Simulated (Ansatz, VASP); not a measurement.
# AlCu: VASP beside Ansatz

Contents of INCAR:

```
SYSTEM = AlCu
PREC     = Accurate       ! precision mode
ENCUT    = 520            ! plane-wave cutoff, eV
EDIFF    = 1E-7           ! SCF threshold, eV
ISMEAR   = 0              ! smearing method
SIGMA    = 0.15           ! smearing width, eV
LREAL    = .False.        ! projectors in reciprocal space
LASPH    = .True.         ! aspherical terms in the spheres
NELM     = 80             ! most SCF steps
ALGO     = Normal         ! electronic algorithm
ISIF     = 2              ! what is computed and relaxed
LWAVE    = .False.        ! write WAVECAR
LCHARG   = .False.        ! write CHGCAR
GGA      = PS             ! functional
NBANDS   = 14             ! bands
```

File KPOINTS:

```
Automatic mesh
0
Gamma
  20 20 20
  0 0 0
```

Contents of POSCAR:

```
AlCu
1.0
    2.9560037103      0.0000000000      0.0000000000
    0.0000000000      2.9560037103      0.0000000000
    0.0000000000      0.0000000000      2.9560037103
Al Cu
1 1
Direct
    0.0000000000      0.0000000000      0.0000000000
    0.5000000000      0.5000000000      0.5000000000
```

Input for Ansatz:

```yaml
crystal:
  lattice:
    - [2.9560037107, 0.0, 0.0]
    - [0.0, 2.9560037107, 0.0]
    - [0.0, 0.0, 2.9560037107]
  atoms:
    - { symbol: Al, position: [0.0, 0.0, 0.0] }
    - { symbol: Cu, position: [0.5, 0.5, 0.5] }
basis:
  ecutwfc: 420
kpoints:
  mp_grid: { grid: [20, 20, 20] }
hamiltonian:
  xc: pbesol
scf:
  occupations: { method: gaussian, width: 0.15 }
output:
  forces: true
  stress: true
  eigenvalues: true
```

Alike in both runs: task single point; functional PBEsol; k mesh 20 × 20 × 20; occupations gaussian, width 0.15 eV; no spin polarisation.

```csv
,VASP,Ansatz
version,VASP 6.6.1,Ansatz 0.2.0
potentials or method,"VASP PAW PBE potentials, release 64 (Al, Cu), cutoff 520 eV","scalar-relativistic, plane waves, PAW"
valence electrons in the cell,14,22
```

|  | VASP | Ansatz | Ansatz less VASP |
| --- | --- | --- | --- |
| gap on the k mesh at the Fermi level (eV) | none | none | - |
| pressure (GPa) | 0.8 | 0.0 | -0.81 |

VASP's potentials were made for PBE, not for PBEsol. A gap of «none» marks a metal or a gap that the smearing closes. VASP's potentials hold 14 valence electrons a cell and Ansatz's 22, so a difference there can come from the potentials and not from the codes.
